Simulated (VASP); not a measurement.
# CrF (P4/mmm) in VASP: single point with PBE

Aim: the single point of CrF with PBE.

Program: VASP 6.6.1. These are calculated values, not measurements. Logs are shortened: lines on timing, memory, paths and dates and some standing lists are left out, and cuts for length are marked.

## (1) The cell of the first run

Symmetry: P4/mmm, No. 123, tetragonal system. The conventional cell has a = 3.010 Å, b = 3.010 Å, c = 3.026 Å, α = 90.00°, β = 90.00°, γ = 90.00°. Within 3.4 Å of Cr (site symmetry 4/mmm) lie 8 F at 2.61 Å and 6 Cr at 3.01 to 3.03 Å. Within 3.4 Å of F (site symmetry 4/mmm) lie 8 Cr at 2.61 Å and 6 F at 3.01 to 3.03 Å.

## (2) Single point, PBE, collinear spin, ferromagnetic start

INCAR

```
SYSTEM = CrF
PREC = Accurate
ENCUT = 520
EDIFF = 1E-6
ISMEAR = 0
SIGMA = 0.1
LREAL = .False.
LASPH = .True.
NELM = 150
ALGO = Normal
ISIF = 2
LWAVE = .False.
LCHARG = .True.
ISPIN = 2
MAGMOM = 4.28 0.16
LORBIT = 11
LMAXMIX = 4
GGA = PE
LELF = .True.
LVHAR = .True.
NBANDS = 20
```

KPOINTS

```
Automatic mesh
0
Gamma
  6 6 6
  0 0 0
```

POSCAR

```
CrF
1.0
    3.0098925251      0.0000000000      0.0000000000
    0.0000000000      3.0098925251      0.0000000000
    0.0000000000      0.0000000000      3.0261727222
Cr F
1 1
Direct
    0.5000000000      0.5000000000      0.5000000000
    0.0000000000      0.0000000000      0.0000000000
```

Potentials or basis: VASP PAW PBE potentials, release 64 (Cr_pv, F).

Started as:

```bash
$ cat potpaw_PBE.64/Cr_pv/POTCAR potpaw_PBE.64/F/POTCAR > POTCAR
$ mpirun -np 1 vasp_std > vasp.out
```

OUTCAR:

```text
SYSTEM = CrF
   PREC = Accurate
   ENCUT = 520
   EDIFF = 1E-6
   ISMEAR = 0
   LREAL = .False.
   LASPH = .True.
   NELM = 150
   ISIF = 2
   ISPIN = 2
   LORBIT = 11
   GGA = PE

 ion  position               nearest neighbor table
   1  0.500  0.500  0.500-
   2  0.000  0.000  0.000-

  LATTYP: Found a simple tetragonal cell.
 ALAT       =     3.0098925251
 C/A-ratio  =     1.0054088965

  Lattice vectors:

 A1 = (   3.0098925251,   0.0000000000,   0.0000000000)
 A2 = (   0.0000000000,   3.0098925251,   0.0000000000)
 A3 = (   0.0000000000,   0.0000000000,   3.0261727222)

Analysis of symmetry for initial positions (statically):
=====================================================================
 Subroutine PRICEL returns:
 Original cell was already a primitive cell.

 Routine SETGRP: Setting up the symmetry group for a
 simple tetragonal supercell.

 Subroutine GETGRP returns: Found 16 space group operations
 (whereof 16 operations were pure point group operations)
 out of a pool of 16 trial point group operations.

The static configuration has the point symmetry D_4h.

Analysis of symmetry for dynamics (positions and initial velocities):
=====================================================================
 Subroutine PRICEL returns:
 Original cell was already a primitive cell.

 Routine SETGRP: Setting up the symmetry group for a
 simple tetragonal supercell.

 Subroutine GETGRP returns: Found 16 space group operations
 (whereof 16 operations were pure point group operations)
 out of a pool of 16 trial point group operations.

The dynamic configuration has the point symmetry D_4h.

Analysis of structural, dynamic, and magnetic symmetry:
=====================================================================
 Subroutine PRICEL returns:
 Original cell was already a primitive cell.

 Routine SETGRP: Setting up the symmetry group for a
 simple tetragonal supercell.

 Subroutine GETGRP returns: Found 16 space group operations
 (whereof 16 operations were pure point group operations)
 out of a pool of 16 trial point group operations.

The overall configuration has the point symmetry D_4h.

 Subroutine INISYM returns: Found 16 space group operations
 (whereof 16 operations are pure point group operations),
 and found     1 'primitive' translations

----------------------------------------------------------------------------------------

                                     Primitive cell

  volume of cell :      27.4155

  direct lattice vectors                    reciprocal lattice vectors
     3.009892525  0.000000000  0.000000000     0.332237776  0.000000000  0.000000000
     0.000000000  3.009892525  0.000000000     0.000000000  0.332237776  0.000000000
     0.000000000  0.000000000  3.026172722     0.000000000  0.000000000  0.330450404

  length of vectors
     3.009892525  3.009892525  3.026172722     0.332237776  0.332237776  0.330450404

  position of ions in fractional coordinates (direct lattice)
     0.500000000  0.500000000  0.500000000
     0.000000000  0.000000000  0.000000000

  ion indices of the primitive-cell ions
   primitive index   ion index
                 1           1
                 2           2

----------------------------------------------------------------------------------------

 KPOINTS: Automatic mesh

Automatic generation of k-mesh.
 Grid dimensions read from file:
 generate k-points for:    6    6    6

 Generating k-lattice:

  Cartesian coordinates                     Fractional coordinates (reciprocal lattice)
     0.055372963  0.000000000  0.000000000     0.166666667  0.000000000  0.000000000
     0.000000000  0.055372963  0.000000000     0.000000000  0.166666667  0.000000000
     0.000000000  0.000000000  0.055075067     0.000000000  0.000000000  0.166666667

  Length of vectors
     0.055372963  0.055372963  0.055075067

  Shift w.r.t. Gamma in fractional coordinates (k-lattice)
     0.000000000  0.000000000  0.000000000

 Subroutine IBZKPT returns following result:
 ===========================================

 Found     40 irreducible k-points:

 Following reciprocal coordinates:
            Coordinates               Weight
  0.000000  0.000000  0.000000      1.000000
  0.166667  0.000000  0.000000      4.000000
  0.333333  0.000000  0.000000      4.000000
  0.500000  0.000000  0.000000      2.000000
  0.166667  0.166667  0.000000      4.000000
  0.333333  0.166667  0.000000      8.000000
[... 16 lines left out ...]
  0.333333  0.000000  0.333333      8.000000
  0.500000  0.000000  0.333333      4.000000
 [... further k-points ...]
   k-points           NKPTS =     40   k-points in BZ     NKDIM =     40   number of bands    NBANDS=     20
   number of dos      NEDOS =    301   number of ions     NIONS =      2
   total plane-waves  NPLWV =  13824
   dimension x,y,z NGX =    24 NGY =   24 NGZ =   24
   dimension x,y,z NGXF=    48 NGYF=   48 NGZF=   48
   ions per type =               1   1
   NGX,Y,Z   is equivalent  to a cutoff of  13.26, 13.26, 13.18 a.u.
   NGXF,Y,Z  is equivalent  to a cutoff of  26.51, 26.51, 26.37 a.u.
 SYSTEM =  CrF
   PREC   = accura    normal or accurate (medium, high low for compatibility)
   ISTART =      0    job   : 0-new  1-cont  2-samecut
   ICHARG =      2    charge: 1-file 2-atom 10-const
   ISPIN  =      2    spin polarized calculation?
   LNONCOLLINEAR =      F non collinear calculations
   LSORBIT =      F    spin-orbit coupling
   LASPH  =      T    aspherical Exc in radial PAW
   ENCUT  =  520.0 eV  38.22 Ry    6.18 a.u.   5.60  5.60  5.63*2*pi/ulx,y,z
   NELM   =    150;   NELMIN=  2; NELMDL= -5     # of ELM steps
   EDIFF  = 0.1E-05   stopping-criterion for ELM
   LREAL  =      F    real-space projection
   EDIFFG = 0.1E-04   stopping-criterion for IOM
   NSW    =      0    number of steps for IOM
   IBRION =     -1    ionic relax: 0-MD 1-quasi-New 2-CG
   NFREE  =      0    steps in history (QN), initial steepest desc. (CG)
   ISIF   =      2    stress and relaxation
   ISYM   =      2    0-nonsym 1-usesym 2-fastsym
   POTIM  = 0.5000    time-step for ionic-motion
   TEBEG  =    0.0;   TEEND  =   0.0 temperature during run
   PSTRESS=    0.0 pullay stress
   NELECT =      19.0000    total number of electrons
   NUPDOWN=      -1.0000    fix difference up-down
   EMIN   =  10.00;   EMAX   =-10.00  energy-range for DOS
   EFERMI =   0.00;   METHOD = LEGACY
   ISMEAR =     0;   SIGMA  =   0.10  broadening in eV -4-tet -1-fermi 0-gaus
   EFERMI_NEDOS =   21; number of points for ismear=-14 and -15
   IALGO  =     38    algorithm
   IMIX   =      4    mixing-type and parameters
     AMIX     =   0.40;   BMIX     =  1.00
     AMIX_MAG =   1.60;   BMIX_MAG =  1.00
  volume/ion in A,a.u.               =      13.71        92.50
  Fermi-wavevector in a.u.,A,eV,Ry     =   1.448752  2.737745 28.557040  2.098883
  Thomas-Fermi vector in A             =   2.566557
   LORBIT       =     11    0 simple, 1 ext, 2 COOP (PROOUT), +10 PAW based schemes
   GGA     = PE    functional components
   LHFCALC =     F    Hartree Fock is set to
   AEXX    =    0.0000 exact exchange contribution
   IVDW    =     0    specifies the selected vdW correction
   LEPSILON=     F    determine dielectric tensor
   LRPA    =     F    only Hartree local field effects (RPA)
 spin polarized calculation
 Gauss-broadening in eV      SIGMA  =   0.10
  energy-cutoff  :      520.00
  volume of cell :       27.42
 maximum number of plane-waves:       756
 NGX is ok and might be reduce to    24
   NGX = 11   NGY = 11   NGZ = 11

 number of electron      19.0000004 magnetization       4.9351602

 Free energy of the ion-electron system (eV)
  ---------------------------------------------------
  ext. energy  EPLUGINS =         0.00000000
  ---------------------------------------------------
  free energy    TOTEN  =       -12.46961454 eV

  energy without entropy =      -12.46323455  energy(sigma->0) =      -12.46642454

 E-fermi :   5.6487     XC(G=0): -10.5694

 val. band max:        5.6053116439   @ k =   0.5000   0.1667   0.3333
 cond. band min:       5.6632377322   @ k =   0.3333   0.3333   0.5000
 fundamental gap:      0.0579260883
 Fermi energy:         5.6486739835

 spin component 1

 k-point     1 :       0.0000    0.0000    0.0000
  band No.  band energies     occupation
      1     -37.9984      1.00000
      2     -37.9984      1.00000
      3     -37.9963      1.00000
      4     -19.0950      1.00000
      5      -0.0358      1.00000
      6      -0.0043      1.00000
[... 12 lines left out ...]
     19      18.8766      0.00000
     20      28.8015      0.00000

 k-point     2 :       0.1667    0.0000    0.0000
  band No.  band energies     occupation
      1     -38.0225      1.00000
      2     -37.9964      1.00000
      3     -37.9943      1.00000
      4     -19.0428      1.00000
      5      -0.8931      1.00000
      6      -0.0541      1.00000
[... 12 lines left out ...]
     19      21.6525      0.00000
     20      26.1175      0.00000

 k-point     3 :       0.3333    0.0000    0.0000
  band No.  band energies     occupation
      1     -38.0705      1.00000
      2     -37.9925      1.00000
      3     -37.9904      1.00000
      4     -18.9364      1.00000
      5      -1.9953      1.00000
      6      -0.0935      1.00000
[... 12 lines left out ...]
     19      23.5836      0.00000
     20      24.4822      0.00000

 k-point     4 :       0.5000    0.0000    0.0000
  band No.  band energies     occupation
      1     -38.0944      1.00000
      2     -37.9906      1.00000
      3     -37.9884      1.00000
      4     -18.8827      1.00000
      5      -2.4257      1.00000
      6      -0.1146      1.00000
[... 429 lines left out ...]
 k-point    23 :       0.3333    0.0000    0.3333
  band No.  band energies     occupation
      1     -38.0631      1.00000
      2     -38.0564      1.00000
      3     -37.9872      1.00000
      4     -18.8329      1.00000
      5      -1.5333      1.00000
      6      -1.1188      1.00000
[... 12 lines left out ...]
     19      23.3804      0.00000
     20      25.1245      0.00000

 k-point    24 :       0.5000    0.0000    0.3333
  band No.  band energies     occupation
      1     -38.0862      1.00000
      2     -38.0539      1.00000
      3     -37.9853      1.00000
      4     -18.7956      1.00000
      5      -1.6751      1.00000
      6      -1.0877      1.00000
[... 12 lines left out ...]
     19      23.9818      0.00000
     20      24.6253      0.00000

 [... further k-points ...]

 spin component 2

 k-point     1 :       0.0000    0.0000    0.0000
  band No.  band energies     occupation
      1     -33.7878      1.00000
      2     -33.7878      1.00000
      3     -33.7824      1.00000
      4     -18.8655      1.00000
      5       0.1971      1.00000
      6       0.2259      1.00000
[... 12 lines left out ...]
     19      20.8454      0.00000
     20      30.5880      0.00000

 k-point     2 :       0.1667    0.0000    0.0000
  band No.  band energies     occupation
      1     -33.8145      1.00000
      2     -33.7855      1.00000
      3     -33.7801      1.00000
      4     -18.8156      1.00000
      5      -0.4143      1.00000
      6       0.2025      1.00000
[... 12 lines left out ...]
     19      23.2144      0.00000
     20      28.3461      0.00000

 k-point     3 :       0.3333    0.0000    0.0000
  band No.  band energies     occupation
      1     -33.8677      1.00000
      2     -33.7809      1.00000
      3     -33.7755      1.00000
      4     -18.7139      1.00000
      5      -1.3736      1.00000
      6       0.2125      1.00000
[... 12 lines left out ...]
     19      25.9649      0.00000
     20      26.3196      0.00000

 k-point     4 :       0.5000    0.0000    0.0000
  band No.  band energies     occupation
      1     -33.8942      1.00000
      2     -33.7787      1.00000
      3     -33.7732      1.00000
      4     -18.6627      1.00000
      5      -1.7711      1.00000
      6       0.2170      1.00000
[... 429 lines left out ...]
 k-point    23 :       0.3333    0.0000    0.3333
  band No.  band energies     occupation
      1     -33.8583      1.00000
      2     -33.8480      1.00000
      3     -33.7749      1.00000
      4     -18.6154      1.00000
      5      -1.0453      1.00000
      6      -0.7662      1.00000
[... 12 lines left out ...]
     19      25.3273      0.00000
     20      26.6508      0.00000

 k-point    24 :       0.5000    0.0000    0.3333
  band No.  band energies     occupation
      1     -33.8835      1.00000
      2     -33.8447      1.00000
      3     -33.7727      1.00000
      4     -18.5797      1.00000
      5      -1.2317      1.00000
      6      -0.7416      1.00000
[... 12 lines left out ...]
     19      25.5852      0.00000
     20      26.4159      0.00000

 [... further k-points ...]

------------------------ aborting loop because EDIFF is reached ----------------------------------------

  FORCE on cell =-STRESS in cart. coord.  units (eV):
  Direction    XX          YY          ZZ          XY          YZ          ZX
  --------------------------------------------------------------------------------------
  -------------------------------------------------------------------------------------
  Total        0.0258378      0.0258378     -0.0475845      0.0000000      0.0000000      0.0000000
  in kB        1.5099759      1.5099759     -2.7808705      0.0000000      0.0000000      0.0000000
  external PRESSURE =       0.0796938 kB  Pullay stress =       0.0000000 kB

 VOLUME and BASIS-vectors are now :
 -----------------------------------------------------------------------------
  energy-cutoff  :      520.00
  volume of cell :       27.42
      direct lattice vectors                 reciprocal lattice vectors
     3.009892525  0.000000000  0.000000000     0.332237776  0.000000000  0.000000000
     0.000000000  3.009892525  0.000000000     0.000000000  0.332237776  0.000000000
     0.000000000  0.000000000  3.026172722     0.000000000  0.000000000  0.330450404

 POSITION                                       TOTAL-FORCE (eV/Angst)
 -----------------------------------------------------------------------------------
      1.50495      1.50495      1.51309         0.000000      0.000000      0.000000
      0.00000      0.00000      0.00000         0.000000      0.000000      0.000000
 -----------------------------------------------------------------------------------
    total drift:                                0.000000      0.000000     -0.000000

  FREE ENERGIE OF THE ION-ELECTRON SYSTEM (eV)
  ---------------------------------------------------
  free  energy   TOTEN  =       -12.4696145364 eV

  energy  without entropy=      -12.4632345533  energy(sigma->0) =      -12.46642454

 total charge

# of ion       s       p       d       tot
------------------------------------------
    1        0.158   6.063   4.261  10.482
    2        1.751   4.275   0.000   6.026
--------------------------------------------------
tot          1.908  10.338   4.261  16.508

 magnetization (x)

# of ion       s       p       d       tot
------------------------------------------
    1        0.083   0.042   4.168   4.293
    2        0.020   0.088   0.000   0.108
--------------------------------------------------
tot          0.103   0.130   4.168   4.401
```

It took 22 s on 1 thread of Intel Xeon Platinum 8259CL at 2.50GHz (Skylake/Cascade Lake), shared host; peak memory 0.17 GiB.

What came out:

* Free energy: -12.4696 eV
* Pressure: 0.0 GPa
* Net moment: 4.94 μB per cell
* Site moments: Cr +4.29; F +0.11 μB
* Valence electrons inside the program's atomic spheres: Cr 10.48; F 6.03

Levels at points of the mesh, in eV from the Fermi level:
Spin up:
```tsv
k point	band 8	band 9	band 10	band 11	band 12	band 13	band 14	band 15	band 16	band 17
(0.00, 0.00, 0.00)	-3.41	-2.41	-2.39	-0.20	-0.20	-0.20	6.88	12.52	12.61	13.08
(0.50, 0.00, 0.00)	-2.06	-0.75	-0.33	-0.33	-0.13	1.69	3.26	6.88	12.64	13.24
(0.50, 0.50, 0.00)	-2.14	-1.77	-0.81	-0.81	0.40	4.51	5.45	5.45	6.88	11.51
(0.00, 0.00, 0.50)	-2.08	-0.79	-0.31	-0.31	-0.12	1.71	3.20	6.88	12.68	13.36
(0.50, 0.00, 0.50)	-2.18	-1.74	-0.80	-0.78	0.38	4.45	5.40	5.47	6.88	11.55
(0.50, 0.50, 0.50)	-0.44	-0.42	-0.42	0.42	0.43	4.73	4.73	4.76	6.88	10.41
```
Spin down:
```csv
k point,band 5,band 6,band 7,band 8,band 9,band 10
"(0.00, 0.00, 0.00)",-5.45,-5.42,-5.42,-1.29,1.15,1.16
"(0.50, 0.00, 0.00)",-7.42,-5.43,-5.40,1.67,2.29,3.48
"(0.50, 0.50, 0.00)",-6.67,-6.67,-5.17,1.28,1.67,3.12
"(0.00, 0.00, 0.50)",-7.42,-5.41,-5.41,1.65,2.25,3.48
"(0.50, 0.00, 0.50)",-6.68,-6.67,-5.15,1.24,1.70,3.13
"(0.50, 0.50, 0.50)",-6.65,-6.65,-6.64,3.03,3.05,3.05
```

Caveat: an empty level that is flat over the whole mesh can mark a ghost state of the potentials, or a narrow d or f band; a cell with one magnetic atom can't hold antiferromagnetic order, which such compounds often take; semilocal functionals often make such compounds metallic where correlation or magnetic order opens a gap, which also shifts bond lengths. With open d or f shells a metallic result of PBE can be an artefact of self-interaction; +U or a hybrid may open a gap.
